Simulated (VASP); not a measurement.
# NbAs (F-43m) in VASP: further runs

Runs on NbAs. Level: r2SCAN. Tasks: single point.

Everything below comes from runs of VASP 6.6.1. Logs are shortened: lines on timing, memory, paths and dates and some standing lists are left out, and cuts for length are marked.

### Step 1. The cell of the first run

Symmetry: F-43m, No. 216, cubic system. Conventional cell: a = 5.852 Å, b = 5.852 Å, c = 5.852 Å, α = 90.00°, β = 90.00°, γ = 90.00°. Nb (site symmetry -43m) has 4 As at 2.53 Å within 3.3 Å. Within 3.3 Å of As (site symmetry -43m) lie 4 Nb at 2.53 Å.

### Step 2. Single point, r2SCAN, collinear spin

Input file POSCAR:

```
NbAs
1.0
    0.0000000000      2.9260237293      2.9260237293
    2.9260237293      0.0000000000      2.9260237293
    2.9260237293      2.9260237293      0.0000000000
Nb As
1 1
Direct
    0.0000000000      0.0000000000      0.0000000000
    0.2500000000      0.2500000000      0.2500000000
```

Input file INCAR.step1:

```
  PREC = Accurate
  ENCUT = 520
  ISMEAR = 0
  SIGMA = 0.1
  LREAL = F
  LASPH = T
  NELM = 150
  ISPIN = 2
  MAGMOM = 1.29 -0.08
  NUPDOWN = 1.75
  LMAXMIX = 4
  NBANDS = 20
  GGA = PE
  ALGO = Normal
  EDIFF = 1E-4
  LWAVE = T
  LCHARG = F
```

Input file INCAR.step2:

```
  PREC = Accurate
  ENCUT = 520
  EDIFF = 1E-7
  ISMEAR = 0
  SIGMA = 0.1
  LREAL = F
  LASPH = T
  NELM = 150
  ALGO = Normal
  ISIF = 2
  LWAVE = F
  LCHARG = T
  ISPIN = 2
  MAGMOM = 1.29 -0.08
  LORBIT = 11
  NUPDOWN = 1.75
  LMAXMIX = 4
  METAGGA = R2SCAN
  LMIXTAU = T
  LELF = T
  LVHAR = T
  NBANDS = 20
  ISTART = 1
```

Input file KPOINTS:

```
Automatic mesh
0
Gamma
  12 12 12
```

Potentials or basis: VASP PAW PBE potentials, release 64 (Nb_sv, As).

Started as:

```
> cat potpaw_PBE.64/Nb_sv/POTCAR potpaw_PBE.64/As/POTCAR > POTCAR
> cp INCAR.step1 INCAR
> mpirun -np 1 vasp_std > vasp.out
> cp INCAR.step2 INCAR
> mpirun -np 1 vasp_std > vasp.out
```

OUTCAR:

```text
PREC = Accurate
   ENCUT = 520
   EDIFF = 1E-7
   ISMEAR = 0
   LREAL = F
   LASPH = T
   NELM = 150
   ISIF = 2
   ISPIN = 2
   LORBIT = 11
   NUPDOWN = 1.75
   METAGGA = R2SCAN
   ISTART = 1

 ion  position               nearest neighbor table
   1  0.000  0.000  0.000-   2 2.53   2 2.53   2 2.53   2 2.53
   2  0.250  0.250  0.250-   1 2.53   1 2.53   1 2.53   1 2.53

  LATTYP: Found a face centered cubic cell.
 ALAT       =     5.8520474586

  Lattice vectors:

 A1 = (   0.0000000000,   2.9260237293,   2.9260237293)
 A2 = (   2.9260237293,   0.0000000000,   2.9260237293)
 A3 = (   2.9260237293,   2.9260237293,   0.0000000000)

Analysis of symmetry for initial positions (statically):
=====================================================================
 Subroutine PRICEL returns:
 Original cell was already a primitive cell.

 Routine SETGRP: Setting up the symmetry group for a
 face centered cubic supercell.

 Subroutine GETGRP returns: Found 24 space group operations
 (whereof 24 operations were pure point group operations)
 out of a pool of 48 trial point group operations.

The static configuration has the point symmetry T_d .

Analysis of symmetry for dynamics (positions and initial velocities):
=====================================================================
 Subroutine PRICEL returns:
 Original cell was already a primitive cell.

 Routine SETGRP: Setting up the symmetry group for a
 face centered cubic supercell.

 Subroutine GETGRP returns: Found 24 space group operations
 (whereof 24 operations were pure point group operations)
 out of a pool of 48 trial point group operations.

The dynamic configuration has the point symmetry T_d .

Analysis of structural, dynamic, and magnetic symmetry:
=====================================================================
 Subroutine PRICEL returns:
 Original cell was already a primitive cell.

 Routine SETGRP: Setting up the symmetry group for a
 face centered cubic supercell.

 Subroutine GETGRP returns: Found 24 space group operations
 (whereof 24 operations were pure point group operations)
 out of a pool of 48 trial point group operations.

The overall configuration has the point symmetry T_d .

 Subroutine INISYM returns: Found 24 space group operations
 (whereof 24 operations are pure point group operations),
 and found     1 'primitive' translations

----------------------------------------------------------------------------------------

                                     Primitive cell

  volume of cell :      50.1030

  direct lattice vectors                    reciprocal lattice vectors
     0.000000000  2.926023729  2.926023729    -0.170880364  0.170880364  0.170880364
     2.926023729  0.000000000  2.926023729     0.170880364 -0.170880364  0.170880364
     2.926023729  2.926023729  0.000000000     0.170880364  0.170880364 -0.170880364

  length of vectors
     4.138022442  4.138022442  4.138022442     0.295973473  0.295973473  0.295973473

  position of ions in fractional coordinates (direct lattice)
     0.000000000  0.000000000  0.000000000
     0.250000000  0.250000000  0.250000000

  ion indices of the primitive-cell ions
   primitive index   ion index
                 1           1
                 2           2

----------------------------------------------------------------------------------------

 KPOINTS: Automatic mesh

Automatic generation of k-mesh.
 Grid dimensions read from file:
 generate k-points for:   12   12   12

 Generating k-lattice:

  Cartesian coordinates                     Fractional coordinates (reciprocal lattice)
    -0.014240030  0.014240030  0.014240030     0.083333333  0.000000000  0.000000000
     0.014240030 -0.014240030  0.014240030     0.000000000  0.083333333  0.000000000
     0.014240030  0.014240030 -0.014240030     0.000000000  0.000000000  0.083333333

  Length of vectors
     0.024664456  0.024664456  0.024664456

  Shift w.r.t. Gamma in fractional coordinates (k-lattice)
     0.000000000  0.000000000  0.000000000

 Subroutine IBZKPT returns following result:
 ===========================================

 Found     72 irreducible k-points:

 Following reciprocal coordinates:
            Coordinates               Weight
  0.000000  0.000000  0.000000      1.000000
  0.083333  0.000000  0.000000      8.000000
  0.166667  0.000000  0.000000      8.000000
  0.250000  0.000000  0.000000      8.000000
  0.333333  0.000000  0.000000      8.000000
  0.416667  0.000000  0.000000      8.000000
[... 16 lines left out ...]
  0.500000  0.166667  0.000000     24.000000
 -0.416667  0.166667  0.000000     24.000000
 [... further k-points ...]
   k-points           NKPTS =     72   k-points in BZ     NKDIM =     72   number of bands    NBANDS=     20
   number of dos      NEDOS =    301   number of ions     NIONS =      2
   total plane-waves  NPLWV =  32768
   dimension x,y,z NGX =    32 NGY =   32 NGZ =   32
   dimension x,y,z NGXF=    64 NGYF=   64 NGZF=   64
   ions per type =               1   1
   NGX,Y,Z   is equivalent  to a cutoff of  12.86, 12.86, 12.86 a.u.
   NGXF,Y,Z  is equivalent  to a cutoff of  25.71, 25.71, 25.71 a.u.
 SYSTEM =  unknown system
   PREC   = accura    normal or accurate (medium, high low for compatibility)
   ISTART =      1    job   : 0-new  1-cont  2-samecut
   ICHARG =      0    charge: 1-file 2-atom 10-const
   ISPIN  =      2    spin polarized calculation?
   LNONCOLLINEAR =      F non collinear calculations
   LSORBIT =      F    spin-orbit coupling
   LASPH  =      T    aspherical Exc in radial PAW
   ENCUT  =  520.0 eV  38.22 Ry    6.18 a.u.   7.69  7.69  7.69*2*pi/ulx,y,z
   NELM   =    150;   NELMIN=  2; NELMDL=  0     # of ELM steps
   EDIFF  = 0.1E-06   stopping-criterion for ELM
   LREAL  =      F    real-space projection
   EDIFFG = 0.1E-05   stopping-criterion for IOM
   NSW    =      0    number of steps for IOM
   IBRION =     -1    ionic relax: 0-MD 1-quasi-New 2-CG
   NFREE  =      0    steps in history (QN), initial steepest desc. (CG)
   ISIF   =      2    stress and relaxation
   ISYM   =      2    0-nonsym 1-usesym 2-fastsym
   POTIM  = 0.5000    time-step for ionic-motion
   TEBEG  =    0.0;   TEEND  =   0.0 temperature during run
   PSTRESS=    0.0 pullay stress
   NELECT =      18.0000    total number of electrons
   NUPDOWN=       1.7500    fix difference up-down
   EMIN   =  10.00;   EMAX   =-10.00  energy-range for DOS
   EFERMI =   0.00;   METHOD = LEGACY
   ISMEAR =     0;   SIGMA  =   0.10  broadening in eV -4-tet -1-fermi 0-gaus
   EFERMI_NEDOS =   21; number of points for ismear=-14 and -15
   IALGO  =     38    algorithm
   IMIX   =      4    mixing-type and parameters
     AMIX     =   0.40;   BMIX     =  1.00
     AMIX_MAG =   1.60;   BMIX_MAG =  1.00
  volume/ion in A,a.u.               =      25.05       169.06
  Fermi-wavevector in a.u.,A,eV,Ry     =   1.163799  2.199260 18.428100  1.354427
  Thomas-Fermi vector in A             =   2.300344
   LORBIT       =     11    0 simple, 1 ext, 2 COOP (PROOUT), +10 PAW based schemes
   METAGGA = R2SCAN    functional components
   LHFCALC =     F    Hartree Fock is set to
   AEXX    =    0.0000 exact exchange contribution
   IVDW    =     0    specifies the selected vdW correction
   LEPSILON=     F    determine dielectric tensor
   LRPA    =     F    only Hartree local field effects (RPA)
 spin polarized calculation
 Gauss-broadening in eV      SIGMA  =   0.10
  energy-cutoff  :      520.00
  volume of cell :       50.10
 maximum number of plane-waves:      1369
   NGX = 15   NGY = 15   NGZ = 15

 number of electron      18.0000001 magnetization       1.7500000

 Free energy of the ion-electron system (eV)
  ---------------------------------------------------
  ext. energy  EPLUGINS =         0.00000000
  ---------------------------------------------------
  free energy    TOTEN  =       -39.25503843 eV

  energy without entropy =      -39.24383269  energy(sigma->0) =      -39.24943556

 E-fermi :   5.4448     XC(G=0): -10.2819

 val. band max:        5.5590208671   @ k =  -0.4167   0.4167   0.0000
 cond. band min:       5.4541296542   @ k =  -0.4167   0.3333   0.0000
 fundamental gap:     -0.1048912129
 Fermi energy:         5.5602537054

 spin component 1

 k-point     1 :       0.0000    0.0000    0.0000
  band No.  band energies     occupation
      1     -51.8276      1.00000
      2     -27.3211      1.00000
      3     -27.3211      1.00000
      4     -27.3211      1.00000
      5      -6.4863      1.00000
      6       1.9217      1.00000
[... 12 lines left out ...]
     19      18.6786      0.00000
     20      18.6786      0.00000

 k-point     2 :       0.0833    0.0000    0.0000
  band No.  band energies     occupation
      1     -51.8274      1.00000
      2     -27.3257      1.00000
      3     -27.3218      1.00000
      4     -27.3218      1.00000
      5      -6.4301      1.00000
      6       1.8260      1.00000
[... 12 lines left out ...]
     19      18.4250      0.00000
     20      18.4250      0.00000
[... 465 lines left out ...]
      3     -27.3404      1.00000
      4     -27.3349      1.00000
      5      -5.5170      1.00000
      6       1.3132      1.00000
[... 12 lines left out ...]
     19      19.5076      0.00000
     20      19.7487      0.00000

 k-point    24 :      -0.4167    0.1667    0.0000
  band No.  band energies     occupation
      1     -51.8235      1.00000
      2     -27.3838      1.00000
      3     -27.3423      1.00000
      4     -27.3337      1.00000
      5      -5.5014      1.00000
      6       1.4226      1.00000
[... 12 lines left out ...]
     19      19.1998      0.00000
     20      19.2170      0.00000

 [... further k-points ...]

 spin component 2

 k-point     1 :       0.0000    0.0000    0.0000
  band No.  band energies     occupation
      1     -50.6752      1.00000
      2     -25.9551      1.00000
      3     -25.9551      1.00000
      4     -25.9551      1.00000
      5      -6.5013      1.00000
      6       2.4150      1.00000
[... 12 lines left out ...]
     19      19.2834      0.00000
     20      19.2834      0.00000

 k-point     2 :       0.0833    0.0000    0.0000
  band No.  band energies     occupation
      1     -50.6750      1.00000
      2     -25.9600      1.00000
      3     -25.9558      1.00000
      4     -25.9558      1.00000
      5      -6.4490      1.00000
      6       2.3121      1.00000
[... 12 lines left out ...]
     19      19.0092      0.00000
     20      19.0092      0.00000
[... 465 lines left out ...]
      3     -25.9756      1.00000
      4     -25.9697      1.00000
      5      -5.6021      1.00000
      6       1.6779      1.00000
[... 12 lines left out ...]
     19      20.1811      0.00000
     20      20.1982      0.00000

 k-point    24 :      -0.4167    0.1667    0.0000
  band No.  band energies     occupation
      1     -50.6711      1.00000
      2     -26.0228      1.00000
      3     -25.9776      1.00000
      4     -25.9685      1.00000
      5      -5.5875      1.00000
      6       1.7477      1.00000
[... 12 lines left out ...]
     19      19.7938      0.00000
     20      19.8003      0.00000

 [... further k-points ...]

------------------------ aborting loop because EDIFF is reached ----------------------------------------

  FORCE on cell =-STRESS in cart. coord.  units (eV):
  Direction    XX          YY          ZZ          XY          YZ          ZX
  --------------------------------------------------------------------------------------
  -------------------------------------------------------------------------------------
  Total        0.4400795      0.4400795      0.4400795      0.0000000      0.0000000      0.0000000
  in kB       14.0727260     14.0727260     14.0727260      0.0000000      0.0000000      0.0000000
  external PRESSURE =      14.0727260 kB  Pullay stress =       0.0000000 kB

 VOLUME and BASIS-vectors are now :
 -----------------------------------------------------------------------------
  energy-cutoff  :      520.00
  volume of cell :       50.10
      direct lattice vectors                 reciprocal lattice vectors
     0.000000000  2.926023729  2.926023729    -0.170880364  0.170880364  0.170880364
     2.926023729  0.000000000  2.926023729     0.170880364 -0.170880364  0.170880364
     2.926023729  2.926023729  0.000000000     0.170880364  0.170880364 -0.170880364

 POSITION                                       TOTAL-FORCE (eV/Angst)
 -----------------------------------------------------------------------------------
      0.00000      0.00000      0.00000         0.000000      0.000000      0.000000
      1.46301      1.46301      1.46301        -0.000000     -0.000000     -0.000000
 -----------------------------------------------------------------------------------
    total drift:                                0.000000      0.000000      0.000000

  FREE ENERGIE OF THE ION-ELECTRON SYSTEM (eV)
  ---------------------------------------------------
  free  energy   TOTEN  =       -39.2550384294 eV

  energy  without entropy=      -39.2438326875  energy(sigma->0) =      -39.24943556

 total charge

# of ion       s       p       d       tot
------------------------------------------
    1        2.153   5.968   2.544  10.665
    2        1.208   1.722   0.053   2.982
--------------------------------------------------
tot          3.361   7.690   2.596  13.647

 magnetization (x)

# of ion       s       p       d       tot
------------------------------------------
    1        0.018   0.008   1.368   1.394
    2       -0.015  -0.108   0.036  -0.087
--------------------------------------------------
tot          0.003  -0.100   1.404   1.307
```

Run time: 7.9 min. Hardware: 1 thread of Intel Xeon 8259CL, shared host; peak memory 0.29 GiB.

Results:

| Quantity | Value |
| --- | --- |
| Free energy | -39.2550 eV |
| Pressure | 1.4 GPa |
| Net moment | 1.75 μB per cell |
| Site moments | Nb +1.39; As -0.09 μB |
| Valence electrons inside the program's atomic spheres | Nb 10.66; As 2.98 |

Caveat: the PAW data sets were made with another functional, which shifts forces and pressure a little; the total moment is fixed, so each spin has its own Fermi level and the state may be an excited one.

### Step 3. Single point, r2SCAN, collinear spin

POSCAR is that of step 2.

Input file INCAR.step1:

```
SYSTEM = NbAs
PREC = Accurate ; ENCUT = 520
ISMEAR = 0 ; SIGMA = 0.1
LREAL = .False. ; LASPH = .True.
NELM = 150 ; ISPIN = 2
MAGMOM = 1.45 -0.1 ; NUPDOWN = 2.0
LMAXMIX = 4 ; NBANDS = 20
GGA = PE ; ALGO = Normal
EDIFF = 1E-4 ; LWAVE = .True.
LCHARG = .False.
```

Input file INCAR.step2:

```
SYSTEM = NbAs
PREC = Accurate ; ENCUT = 520
EDIFF = 1E-6 ; ISMEAR = 0
SIGMA = 0.1 ; LREAL = .False.
LASPH = .True. ; NELM = 150
ALGO = Normal ; ISIF = 2
LWAVE = .False. ; LCHARG = .False.
ISPIN = 2 ; MAGMOM = 1.45 -0.1
LORBIT = 11 ; NUPDOWN = 2.0
LMAXMIX = 4 ; METAGGA = R2SCAN
LMIXTAU = .True. ; NBANDS = 20
ISTART = 1
```

Input file KPOINTS:

```
regular mesh
0
Gamma
  12 12 12
  0 0 0
```

Potentials or basis: VASP PAW PBE potentials, release 64 (Nb_sv, As).

Started as:

```
> cat potpaw_PBE.64/Nb_sv/POTCAR potpaw_PBE.64/As/POTCAR > POTCAR
> cp INCAR.step1 INCAR
> mpirun -np 1 vasp_std > vasp.out
> cp INCAR.step2 INCAR
> mpirun -np 1 vasp_std > vasp.out
```

It took 7.5 min on 1 thread of Intel Xeon 8259CL, shared host; peak memory 0.29 GiB.

Results (log left out):

- Free energy: -39.2326 eV
- Pressure: 2.7 GPa
- Net moment: 2.00 μB per cell
- Site moments: Nb +1.57; As -0.10 μB
- Valence electrons inside the program's atomic spheres: Nb 10.69; As 2.99

Caveat: the PAW data sets were made with another functional, which shifts forces and pressure a little; the total moment is fixed, so each spin has its own Fermi level and the state may be an excited one.

### Step 4. Single point, r2SCAN, collinear spin

This run uses another cell than the first one, of 26.05 Å³/atom.

Input file POSCAR:

```
NbAs
1.0
    0.0000000000      2.9645284572      2.9645284572
    2.9645284572      0.0000000000      2.9645284572
    2.9645284572      2.9645284572      0.0000000000
Nb As
1 1
Direct
    0.0000000000      0.0000000000      0.0000000000
    0.2500000000      0.2500000000      0.2500000000
```

Input file INCAR.step1:

```
SYSTEM = NbAs
PREC = Accurate
ENCUT = 520
ISMEAR = 0
SIGMA = 0.1
LREAL = .FALSE.
LASPH = .TRUE.
NELM = 150
ISPIN = 2
MAGMOM = 1 0
LMAXMIX = 4
NBANDS = 20
GGA = PE
ALGO = Normal
EDIFF = 1E-4
LWAVE = .TRUE.
LCHARG = .FALSE.
```

Input file INCAR.step2:

```
SYSTEM = NbAs
PREC = Accurate
ENCUT = 520
EDIFF = 1E-7
ISMEAR = 0
SIGMA = 0.1
LREAL = .FALSE.
LASPH = .TRUE.
NELM = 150
ALGO = Normal
ISIF = 2
LWAVE = .FALSE.
LCHARG = .TRUE.
ISPIN = 2
MAGMOM = 1 0
LORBIT = 11
LMAXMIX = 4
METAGGA = R2SCAN
LMIXTAU = .TRUE.
LELF = .TRUE.
LVHAR = .TRUE.
NBANDS = 20
ISTART = 1
```

Input file KPOINTS:

```
Automatic mesh
0
G
  12 12 12
  0 0 0
```

Started as:

```
> cat potpaw_PBE.64/Nb_sv/POTCAR potpaw_PBE.64/As/POTCAR > POTCAR
> cp INCAR.step1 INCAR
> mpirun -np 1 vasp_std > vasp.out
> cp INCAR.step2 INCAR
> mpirun -np 1 vasp_std > vasp.out
```

Wall time 11 min (1 thread of Intel Xeon 8259CL, shared host); peak memory 0.3 GiB.

It converged, with:

```yaml
Free_energy: -39.2511 eV
Pressure: -1.9 GPa
Net_moment: 1.76 μB per cell
Site_moments: Nb +1.41; As -0.10 μB
Valence_electrons_inside_the_program's_atomic_spheres: Nb 10.63; As 2.95
```

Levels at points of the mesh, in eV from the Fermi level:
Spin up:
| k point | band 6 | band 7 | band 8 | band 9 | band 10 | band 11 | band 12 | band 13 | band 14 | band 15 |
| --- | --- | --- | --- | --- | --- | --- | --- | --- | --- | --- |
| (0.00, 0.00, 0.00) | -3.47 | -3.47 | -3.47 | -0.53 | -0.53 | 2.34 | 5.49 | 5.49 | 5.49 | 7.90 |
| (0.50, 0.00, 0.00) | -4.15 | -3.13 | -3.13 | -0.10 | -0.10 | 0.50 | 3.20 | 3.20 | 4.55 | 8.95 |
| (0.50, 0.50, 0.00) | -4.74 | -2.17 | -2.17 | -0.96 | 0.14 | 0.37 | 1.31 | 1.31 | 6.50 | 7.55 |
Spin down:
```tsv
k point	band 5	band 6	band 7	band 8	band 9	band 10	band 11	band 12
(0.00, 0.00, 0.00)	-11.88	-2.99	-2.99	-2.99	1.53	1.53	2.97	5.98
(0.50, 0.00, 0.00)	-11.10	-3.88	-2.57	-2.57	1.62	1.82	1.82	3.86
(0.50, 0.50, 0.00)	-10.84	-4.21	-1.92	-1.92	-0.08	2.06	2.30	2.30
```

Caveat: the PAW data sets were made with another functional, which shifts forces and pressure a little.

### Step 5. Overview

| fixed moment (μB) | cell | pressure (GPa) | moment (μB) |
| --- | --- | --- | --- |
| 1.75 | a = 4.138 Å, angles 60.0°, 2 atoms | 1.4 | 1.75 |
| 2.0 | a = 4.138 Å, angles 60.0°, 2 atoms | 2.7 | 2.00 |
| - | a = 4.192 Å, angles 60.0°, 2 atoms | -1.9 | 1.76 |

Alike in all rows: task single point; level r2SCAN; potentials or basis VASP PAW PBE potentials, release 64 (Nb_sv, As); spin collinear; k mesh 12 × 12 × 12; cutoff (eV) 520; smearing gaussian 0.1 eV.

Caveats: the PAW data sets were made with another functional, which shifts forces and pressure a little; the total moment is fixed, so each spin has its own Fermi level and the state may be an excited one (at least some runs).

Absolute energies hang on the potentials; compare differences alone.
